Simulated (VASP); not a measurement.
# CO2 (I-42d) in VASP: notebook, part 2 of 2

VASP 6.6.1. Earlier steps stand in the parts before.

### Step 4. Relaxation of cell and atoms, BLYP+D3(BJ)

INCAR reads:

```
SYSTEM = CO2
  PREC = Accurate
  ENCUT = 600
  EDIFF = 1E-6
  ISMEAR = -1
  SIGMA = 0.05
  LREAL = .False.
  LASPH = .True.
  NELM = 80
  ALGO = Normal
  ISIF = 3
  LWAVE = .False.
  LCHARG = .False.
  GGA = B5
  ALDAX = 1.0
  AGGAX = 1.0
  AGGAC = 1.0
  ALDAC = 0.0
  IVDW = 12
  VDW_S6 = 1.0
  VDW_S8 = 2.6996
  VDW_A1 = 0.4298
  VDW_A2 = 4.2359
  IBRION = 2
  NSW = 60
  EDIFFG = -0.01
```

KPOINTS reads:

```
Automatic mesh
0
Gamma
  9 9 9
  0 0 0
```

POSCAR reads:

```
CO2
1.0
   -1.9747270000      1.9747270000      3.0140580000
    1.9747270000     -1.9747270000      3.0140580000
    1.9747270000      1.9747270000     -3.0140580000
O C
4 2
Direct
    0.8750000000      0.9597980000      0.5847980000
    0.3750000000      0.2902020000      0.4152020000
    0.0402020000      0.6250000000      0.9152020000
    0.7097980000      0.1250000000      0.0847980000
    0.0000000000      0.0000000000      0.0000000000
    0.7500000000      0.2500000000      0.5000000000
```

On the command line:

```sh
cat potpaw_PBE.64/O/POTCAR potpaw_PBE.64/C/POTCAR > POTCAR
mpirun -np 1 vasp_std > vasp.out
```

It took 2.6 min on 1 thread of Intel Xeon 6975P-C (Granite Rapids), shared host; peak memory 0.25 GiB.

The run converged. Its results:

| Item | Value |
| --- | --- |
| Free energy | -41.7987 eV |
| Relaxed volume | 7.84 Å³/atom |
| Relaxed cell | a = 4.107 Å, b = 4.107 Å, c = 4.107 Å, α = 122.43°, β = 122.43°, γ = 85.84° |
| Space group after relaxing (to 0.1 Å) | I-42d (No. 122) |
| Energy gained by relaxing | 0.8 meV/atom |
| Ionic steps | 5 |
| Pressure after relaxing | 0.0 GPa |
| Largest force after relaxing | 0.003 eV/Å |
| Band gap on the k mesh | 7.69 eV (least direct gap 8.09 eV) |
| Dispersion energy per atom | -0.184 eV |

Forces in eV/Å, atoms in the order of the input:
```
O   -0.003  0.000  0.000
O    0.003  0.000  0.000
O    0.000  0.003  0.000
O    0.000 -0.003  0.000
C    0.000  0.000  0.000
C    0.000  0.000  0.000
```

Stress tensor (GPa, compression positive):
```
-0.09  0.00  0.00
 0.00 -0.09  0.00
 0.00  0.00  0.07
```

Step by step:
```csv
step,energy change (eV),largest force (eV/Å),pressure (GPa),volume (Å³)
1,0.0000,0.2334,1.81,47.01
2,0.0021,0.2007,-3.34,47.62
3,-0.0040,0.0361,-0.52,47.28
4,-0.0047,0.0178,-0.26,47.16
5,-0.0048,0.0034,-0.04,47.06
```

Final structure:
```cif
data_structure
_symmetry_space_group_name_H-M 'P 1'
_symmetry_Int_Tables_number 1
_cell_length_a 4.1073
_cell_length_b 4.1073
_cell_length_c 4.1073
_cell_angle_alpha 122.431
_cell_angle_beta 122.431
_cell_angle_gamma 85.838
_cell_volume 47.06
loop_
_atom_site_label
_atom_site_type_symbol
_atom_site_fract_x
_atom_site_fract_y
_atom_site_fract_z
_atom_site_occupancy
O1 O 0.87500 0.95758 0.58258 1
O2 O 0.37500 0.29242 0.41742 1
O3 O 0.04242 0.62500 0.91742 1
O4 O 0.70758 0.12500 0.08258 1
C1 C 0.00000 0.00000 0.00000 1
C2 C 0.75000 0.25000 0.50000 1
```

Levels at points of the mesh, in eV from the valence-band top:
| k point | band 12 | band 13 | band 14 | band 15 | band 16 | band 17 | band 18 | band 19 | band 20 |
| --- | --- | --- | --- | --- | --- | --- | --- | --- | --- |
| (0.00, 0.00, 0.00) | -1.19 | -1.19 | -0.82 | -0.82 | -0.41 | 7.69 | 9.01 | 9.16 | 9.16 |

Caveat: the PAW data sets were made with another functional, which shifts forces and pressure a little.

### Step 5. Relaxation of cell and atoms, PBEsol, target pressure 5 GPa, at which the enthalpy is minimised

INCAR reads:

```
PREC = Accurate
ENCUT = 600
EDIFF = 1E-7
ISMEAR = -1
SIGMA = 0.05
LREAL = False
LASPH = True
NELM = 100
ALGO = Normal
ISIF = 3
LWAVE = False
LCHARG = False
GGA = PS
IBRION = 2
NSW = 60
EDIFFG = -0.01
PSTRESS = 50.0
```

KPOINTS reads:

```
Automatic mesh
0
Gamma
  9 9 9
```

POSCAR is that of step 4.

Potentials or basis: VASP PAW PBE potentials, release 64 (O, C).

On the command line:

```sh
cat potpaw_PBE.64/O/POTCAR potpaw_PBE.64/C/POTCAR > POTCAR
mpirun -np 1 vasp_std > vasp.out
```

OUTCAR:

```text
PREC = Accurate
   ENCUT = 600
   EDIFF = 1E-7
   ISMEAR = -1
   LREAL = False
   LASPH = True
   NELM = 100
   ISIF = 3
   GGA = PS
   IBRION = 2
   NSW = 60
   EDIFFG = -0.01
   PSTRESS = 50.0

 ion  position               nearest neighbor table
   1  0.875  0.960  0.585-   5 1.40   6 1.40
   2  0.375  0.290  0.415-   5 1.40   6 1.40
   3  0.040  0.625  0.915-   6 1.40   5 1.40
   4  0.710  0.125  0.085-   5 1.40   6 1.40
   5  0.000  0.000  0.000-   1 1.40   2 1.40   4 1.40   3 1.40
   6  0.750  0.250  0.500-   1 1.40   3 1.40   4 1.40   2 1.40

  LATTYP: Found a body centered tetragonal cell.
 ALAT       =     3.9494540000
 C/A-ratio  =     1.5263162959

[... 402 lines left out ...]

 number of electron      32.0000000 magnetization

 Free energy of the ion-electron system (eV)
  ---------------------------------------------------
  ext. energy  EPLUGINS =         0.00000000
  ---------------------------------------------------
  free energy    TOTEN  =       -46.11333295 eV

  energy without entropy =      -46.11333295  energy(sigma->0) =      -46.11333295

 E-fermi :   3.8566     XC(G=0): -11.7301

 val. band max:        2.7460319103   @ k =   0.4444  -0.0000   0.0000
 cond. band min:      10.3398574521   @ k =   0.0000   0.0000   0.0000
 fundamental gap:      7.5938255419
 Fermi energy:         3.8565891976

 k-point     1 :       0.0000    0.0000    0.0000
  band No.  band energies     occupation
      1     -21.6473      2.00000
      2     -16.2841      2.00000
      3     -16.2841      2.00000
      4     -15.5638      2.00000
      5     -11.8640      2.00000
      6      -7.1549      2.00000
[... 541 lines left out ...]
     19      12.7160      0.00000
     20      12.9086      0.00000

 [... further k-points ...]

------------------------ aborting loop because EDIFF is reached ----------------------------------------

  FORCE on cell =-STRESS in cart. coord.  units (eV):
  Direction    XX          YY          ZZ          XY          YZ          ZX
  --------------------------------------------------------------------------------------
  -------------------------------------------------------------------------------------
  Total        1.3845349      1.3845349      1.4199041      0.0000000     -0.0000000      0.0000000
  in kB       50.2687785     50.2687785     51.5529391      0.0000000     -0.0000000      0.0000000
  external PRESSURE =       0.6968320 kB  Pullay stress =      50.0000000 kB
[... 25 lines left out ...]
  energy  without entropy=      -46.1133329522  energy(sigma->0) =      -46.11333295

  enthalpy is  TOTEN    =       -44.7362009405 eV   P V=        1.3771320117

 reached required accuracy - stopping structural energy minimisation
```

CONTCAR:

```text
CO2
   1.00000000000000
    -1.9303475441320752    1.9303475441320752    2.9606368857427507
     1.9303475441320752   -1.9303475441320752    2.9606368857427507
     1.9303475441320752    1.9303475441320752   -2.9606368857427507
  O               C
     4     2
Direct
     0.8750000000000000    0.9510136568921943    0.5760136568921943
     0.3750000000000000    0.2989863431078057    0.4239863431078057
     0.0489863431078057    0.6250000000000000    0.9239863431078057
     0.7010136568921943    0.1250000000000000    0.0760136568921943
     0.0000000000000000    1.0000000000000000    1.0000000000000000
     0.7500000000000000    0.2500000000000000    0.5000000000000000

  0.00000000E+00  0.00000000E+00  0.00000000E+00
  0.00000000E+00  0.00000000E+00  0.00000000E+00
  0.00000000E+00  0.00000000E+00  0.00000000E+00
  0.00000000E+00  0.00000000E+00  0.00000000E+00
  0.00000000E+00  0.00000000E+00  0.00000000E+00
  0.00000000E+00  0.00000000E+00  0.00000000E+00
```

Wall time 4.3 min (1 thread of Intel Xeon 6975P-C (Granite Rapids), shared host); peak memory 0.24 GiB.

What came out:

| Quantity | Value |
| --- | --- |
| Free energy | -46.1133 eV |
| Relaxed volume | 7.35 Å³/atom |
| Relaxed cell | a = 4.027 Å, b = 4.027 Å, c = 4.027 Å, α = 122.72°, β = 122.72°, γ = 85.36° |
| Space group after relaxing (to 0.1 Å) | I-42d (No. 122) |
| Energy change on relaxing (the run minimises the enthalpy) | +0.4 meV/atom |
| Ionic steps | 10 |
| Pressure after relaxing | 5.1 GPa |
| Largest force after relaxing | 0.010 eV/Å |
| Band gap on the k mesh | 7.59 eV (least direct gap 7.96 eV) |

Forces on the atoms (eV/Å):
```
O    0.010  0.000  0.000
O   -0.010  0.000  0.000
O    0.000 -0.010  0.000
O    0.000  0.010  0.000
C    0.000  0.000  0.000
C    0.000  0.000  0.000
```

The path:
| step | energy change (eV) | largest force (eV/Å) | pressure (GPa) | volume (Å³) |
| --- | --- | --- | --- | --- |
| 1 | 0.0000 | 0.1236 | -5.42 | 47.01 |
| 2 | 0.1248 | 1.1525 | 17.88 | 43.63 |
| 3 | -0.0053 | 0.4357 | 4.51 | 45.40 |
| 4 | -0.0107 | 0.1797 | 4.66 | 44.77 |
| 5 | -0.0031 | 0.0140 | 4.77 | 44.39 |
| 6 | -0.0011 | 0.0280 | 5.16 | 44.29 |
| 7 | 0.0048 | 0.0591 | 6.04 | 44.06 |
| 8 | 0.0032 | 0.0162 | 5.46 | 44.10 |
| 9 | 0.0024 | 0.0126 | 5.08 | 44.12 |
| 10 | 0.0021 | 0.0098 | 5.07 | 44.13 |

Final structure:
```
O C
1.0
    -1.93035    1.93035    2.96064
     1.93035   -1.93035    2.96064
     1.93035    1.93035   -2.96064
O C
4 2
Direct
  0.87500 0.95101 0.57601
  0.37500 0.29899 0.42399
  0.04899 0.62500 0.92399
  0.70101 0.12500 0.07601
  0.00000 0.00000 0.00000
  0.75000 0.25000 0.50000
```

Caveat: the cell is relaxed towards a set pressure, so the run minimises the enthalpy, not the energy; the PAW data sets were made with another functional, which shifts forces and pressure a little. A k mesh can miss the band edges.

### Step 6. The runs side by side

```csv
level,cell,gap on the mesh (eV),pressure (GPa),relaxed volume (Å³/atom),largest force (eV/Å)
revPBE+D3(BJ),relaxed,7.72,0.0,7.77,0.01
revPBE+D4,relaxed,7.74,0.0,7.67,-
BLYP+D3(BJ),relaxed,7.69,0.0,7.84,-
PBEsol,relaxed to 5 GPa,7.59,5.1,-,0.01
```

Alike in all rows: task relaxation of cell and atoms; potentials or basis VASP PAW PBE potentials, release 64 (O, C); no spin polarisation; k mesh 9 × 9 × 9; cutoff (eV) 600; smearing fermi-dirac 0.05 eV.

Caveats: the PAW data sets were made with another functional, which shifts forces and pressure a little; the cell is relaxed towards a set pressure, so the run minimises the enthalpy, not the energy (at least some runs).

Total energies depend on the potentials used, so only differences within one code and one set of settings carry meaning.
